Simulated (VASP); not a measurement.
A run of VASP 6.6.1 is set up as follows.

File INCAR:

```
ALGO = Fast
EDIFF = 1E-6
ENCUT = 520
GGA = PE
ISIF = 2
ISMEAR = 0
LASPH = True
LCHARG = True
LELF = True
LREAL = False
LVHAR = True
LWAVE = False
NBANDS = 12
NELM = 80
PREC = Accurate
SIGMA = 0.15
```

KPOINTS

```
k-points
0
Gamma
  18 18 18
```

POSCAR

```
Ta
1.0
   -1.6138477708      1.6594835689      1.5350223012
    1.6138477708     -1.6594835689      1.5350223012
    1.6138477708      1.6594835689     -1.5350223012
Ta
1
Direct
    0.0000000000      0.0000000000      0.0000000000
```

Potentials or basis: VASP PAW PBE potentials, release 64 (Ta_pv).

Launch:

```bash
$ cat potpaw_PBE.64/Ta_pv/POTCAR > POTCAR
$ mpirun -np 1 vasp_std > vasp.out
```

(1) Predict the pressure.

(2) Predict the band gap on the k mesh.

Answers

(1) 26.1 GPa.

(2) zero (an odd number of electrons rules out a gap without spin polarisation).

Caveat: the cell differs from its parent crystal (normal strain along x -0.0275, normal strain along z -0.0750); the stress differs along the axes, from 21 to 32 GPa; spin-orbit coupling is left out, which moves the levels of the heavy elements.
